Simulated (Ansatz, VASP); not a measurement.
**BiBrO: VASP beside Ansatz**

```xyz
6
Lattice="4.0767 0.0000 0.0000 0.0000 4.0767 0.0000 0.0000 0.0000 7.6239" Properties=species:S:1:pos:R:3 pbc="T T T"
Bi    0.0000    2.0383    1.2012
Bi    2.0383    0.0000    6.4227
Br    0.0000    2.0383    4.9687
Br    2.0383    0.0000    2.6552
O     0.0000    0.0000    0.0000
O     2.0383    2.0383    0.0000
```

Alike in both runs: task single point; functional LDA; k mesh 8 × 8 × 4; occupations gaussian, width 0.05 eV; no spin polarisation.

|  | VASP | Ansatz |
| --- | --- | --- |
| version | VASP 6.6.1 | Ansatz 0.2.0 |
| potentials or method | VASP PAW LDA potentials, release 64 (Bi_d, Br, O), cutoff 520 eV | scalar-relativistic, plane waves, PAW |
| valence electrons in the cell | 56 | 56 |

|  | VASP | Ansatz | Ansatz less VASP |
| --- | --- | --- | --- |
| gap on the k mesh at the Fermi level (eV) | 1.68 | 1.68 | +0.005 |
| least direct gap on the mesh (eV) | 1.82 | 1.83 | +0.006 |
| pressure (GPa) | -6.2 | -6.5 | -0.21 |
| traceless stress, the component that is largest in VASP (GPa) | 3.33 | 3.39 | +0.054 |
| rms of the force components (eV/Å) | 0.101 | 0.122 | +0.0211 |

LDA's correlation is that of Perdew and Zunger in VASP and of Perdew and Wang (1992) in Ansatz. Atom by atom the forces differ by 0.022 eV/Å (rms over components).

Neither program's run includes spin-orbit coupling.
